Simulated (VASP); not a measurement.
Runs of VASP 6.6.1 on Ir. The structure is that of space group P6_3/mmc (No. 194), or close to it. The cells are those of the table. 

```csv
task,cell,k mesh,cutoff (eV),smearing,gap on the mesh (eV),pressure (GPa)
single point,"a = 2.714, b = 2.714, c = 4.399 Å, angles 90.0, 90.0, 120.0°, 2 atoms",18 × 18 × 10,500,fermi-dirac 0.15 eV,none,(a)
relaxation of shape and atoms at fixed volume,"relaxed from a = 2.703, b = 2.703, c = 4.380 Å, angles 90.0, 90.0, 120.0°, 2 atoms",18 × 18 × 10,500,fermi-dirac 0.15 eV,none,9.1
relaxation of cell and atoms,"relaxed from a = 2.719, b = 2.719, c = 4.408 Å, angles 90.0, 90.0, 120.0°, 2 atoms",18 × 18 × 10,500,fermi-dirac 0.15 eV,none,0.0
relaxation of shape and atoms at fixed volume,"relaxed from a = 2.692, b = 2.692, c = 4.363 Å, angles 90.0, 90.0, 120.0°, 2 atoms",18 × 18 × 10,600,gaussian 0.1 eV,none,13.9
single point,"a = 2.740, b = 2.740, c = 4.438 Å, angles 90.0, 90.0, 120.0°, 2 atoms",18 × 18 × 10,500,fermi-dirac 0.15 eV,none,-6.3
single point,"a = 2.715, b = 2.715, c = 4.417 Å, angles 90.0, 90.0, 120.0°, 2 atoms",12 × 12 × 4,520,gaussian 0.1 eV,none,0.9
single point,"a = 2.774, b = 2.774, c = 4.490 Å, angles 90.0, 90.0, 120.0°, 2 atoms",18 × 18 × 10,520,gaussian 0.1 eV,none,-18.6
single point,"a = 2.691, b = 2.691, c = 4.365 Å, angles 90.0, 90.0, 120.0°, 2 atoms",18 × 18 × 10,520,gaussian 0.1 eV,none,(b)
single point,"a = 2.839, b = 2.839, c = 4.203 Å, angles 90.0, 90.0, 120.0°, 2 atoms",18 × 18 × 10,520,gaussian 0.1 eV,none,-9.0
single point,"a = 2.662, b = 2.662, c = 4.321 Å, angles 90.0, 90.0, 120.0°, 2 atoms",18 × 18 × 10,520,gaussian 0.1 eV,none,29.3
single point,"a = 2.721, b = 2.721, c = 4.410 Å, angles 90.0, 90.0, 120.0°, 2 atoms",18 × 18 × 10,500,fermi-dirac 0.15 eV,none,0.9
single point,"a = 2.747, b = 2.747, c = 4.450 Å, angles 90.0, 90.0, 120.0°, 2 atoms",18 × 18 × 10,520,gaussian 0.1 eV,none,-9.7
```

Alike in all rows: level PBEsol; potentials or basis VASP PAW PBE potentials, release 64 (Ir); no spin polarisation.

Question: Fill in the values left out.

Answer: (a) 4.0; (b) 13.8.

Caveats: the PAW data sets were made with another functional, which shifts forces and pressure a little; spin-orbit coupling is left out, which moves the levels of the heavy elements.

A k mesh can miss the band edges, and the runs leave out spin-orbit coupling on Ir.

A gap of «none» marks levels without a gap at the run's occupations.
